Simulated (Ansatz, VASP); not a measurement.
LiMgBN2 in VASP and in Ansatz

File INCAR:

```
SYSTEM = LiMgBN2
ALGO = Normal
EDIFF = 1E-6
ENCUT = 520
GGA = PE
ISIF = 2
ISMEAR = 0
LASPH = .True.
LCHARG = .False.
LREAL = .False.
LWAVE = .False.
NBANDS = 17
NELM = 80
PREC = Accurate
SIGMA = 0.05
```

File KPOINTS:

```
k-points
0
Gamma
  8 8 8
  0 0 0
```

File POSCAR:

```
LiMgBN2
1.0
   -1.9096560000      1.9096560000      4.7990037600
    1.9096560000     -1.9096560000      4.7990037600
    1.9096560000      1.9096560000     -4.7990037600
Li Mg B N
1 1 1 2
Direct
    0.2500000000      0.7500000000      0.5000000000
    0.7500000000      0.2500000000      0.5000000000
    0.5000000000      0.5000000000      0.0000000000
    0.6512635000      0.6512635000      0.0000000000
    0.3487365000      0.3487365000      0.0000000000
```

Input for Ansatz:

```yaml
crystal:
  lattice:
    - [-1.909656, 1.909656, 4.79900376]
    - [1.909656, -1.909656, 4.79900376]
    - [1.909656, 1.909656, -4.79900376]
  atoms:
    - { symbol: Li, position: [0.25, 0.75, 0.5] }
    - { symbol: Mg, position: [0.75, 0.25, 0.5] }
    - { symbol: B, position: [0.5, 0.5, 0.0] }
    - { symbol: "N", position: [0.6512635, 0.6512635, 0.0] }
    - { symbol: "N", position: [0.3487365, 0.3487365, 0.0] }
basis:
  ecutwfc: 420
kpoints:
  mp_grid: { grid: [8, 8, 8] }
hamiltonian:
  xc: pbe
scf:
  occupations: { method: gaussian, width: 0.05 }
output:
  forces: true
  stress: true
  eigenvalues: true
```

Change from the starting cell: strain +0.000 along x and y, +0.080 along z, atoms carried along.

Alike in both runs: task single point; functional PBE; k mesh 8 × 8 × 8; occupations gaussian, width 0.05 eV; no spin polarisation.

```csv
,VASP,Ansatz
version,VASP 6.6.1,Ansatz 0.2.0
potentials or method,"VASP PAW PBE potentials, release 64 (Li_sv, Mg, B, N), cutoff 520 eV","scalar-relativistic, plane waves, PAW"
valence electrons in the cell,18,26
```

```tsv
	VASP	Ansatz	Ansatz less VASP
gap on the k mesh at the Fermi level (eV)	2.43	2.44	+0.005
least direct gap on the mesh (eV)	3.52	3.52	+0.003
rms of the force components (eV/Å)	1.331	1.338	+0.0072
```

Atom by atom the forces differ by 0.007 eV/Å (rms over components). With one functional, cell and mesh, what is left measures potentials, basis and numerics. VASP's potentials hold 18 valence electrons a cell and Ansatz's 26, so a difference there can come from the potentials and not from the codes.

Noted on VASP's run: the cutoff is short for stress, so the pressure is rough.
